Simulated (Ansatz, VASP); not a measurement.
TaVN2: VASP beside Ansatz

INCAR

```
SYSTEM = TaVN2
PREC = Accurate
ENCUT = 600
EDIFF = 1E-6
ISMEAR = -1
SIGMA = 0.05
LREAL = .False.
LASPH = .True.
NELM = 200
ALGO = Normal
ISIF = 2
LWAVE = .False.
LCHARG = .False.
ISPIN = 2
MAGMOM = 0 2 0 0
LORBIT = 11
LMAXMIX = 4
NBANDS = 29
GGA_COMPAT = .False.
```

File KPOINTS:

```
Automatic mesh
0
Gamma
  9 9 6
  0 0 0
```

File POSCAR:

```
TaVN2
1.0
    3.0700653833      0.0000000000      0.0000000000
    0.0000000000      3.0700653833      0.0000000000
    0.0000000000      0.0000000000      4.3245135709
Ta V N
1 1 2
Direct
    0.0000000000      0.0000000000      0.0000000000
    0.5000000000      0.5000000000      0.5000000000
    0.5000000000      0.5000000000      0.0000000000
    0.0000000000      0.0000000000      0.5000000000
```

File input.yaml:

```yaml
crystal:
  lattice:
    - [3.0700653833, 0.0, 0.0]
    - [0.0, 3.0700653833, 0.0]
    - [0.0, 0.0, 4.3245135709]
  atoms:
    - { symbol: Ta, position: [0.0, 0.0, 0.0] }
    - { symbol: V, position: [0.5, 0.5, 0.5], spin: 2.0 }
    - { symbol: "N", position: [0.5, 0.5, 0.0] }
    - { symbol: "N", position: [0.0, 0.0, 0.5] }
kpoints:
  mp_grid: { grid: [9, 9, 6] }
scf:
  occupations: { method: fermi_dirac, width: 0.05 }
hamiltonian:
  xc: lda
  pseudopotentials: { kind: all_electron, lapw: { basis_error: 0.002 } }
magnetization:
  spin_polarized: true
output:
  forces: true
  stress: true
  eigenvalues: true
```

Change from the starting cell: volume scaled by 1.02.

Alike in both runs: task single point; functional LDA; k mesh 9 × 9 × 6; occupations fermi-dirac, width 0.05 eV; collinear spin.

|  | VASP | Ansatz |
| --- | --- | --- |
| version | VASP 6.6.1 | Ansatz 0.2.0 |
| potentials or method | VASP PAW LDA potentials, release 64 (Ta_pv, V_sv, N), cutoff 600 eV | all-electron LAPW, scalar-relativistic |

VASP gave:

```
gap on the k mesh at the Fermi level (eV)                     : none
pressure (GPa)                                                : -23.5
traceless stress, the component that is largest in VASP (GPa) : -1.73
net moment per atom (μB)                                      : 0.02
size of the moment on the site where the two differ most (μB) : 0.09
```

**Question.** What did Ansatz give for the same quantities?

**Answer.** gap on the k mesh at the Fermi level (eV): none; pressure (GPa): -24.3; traceless stress, the component that is largest in VASP (GPa): -1.61; net moment per atom (μB): 0.11; size of the moment on the site where the two differ most (μB): 0.42.

LDA's correlation is that of Perdew and Zunger in VASP and of Perdew and Wang (1992) in Ansatz. Site moments also hang on the region over which each program counts them. A gap of «none» marks a metal or a gap that the smearing closes. Ansatz ran all-electron here, and VASP with PAW potentials.

Spin-orbit coupling is off throughout.
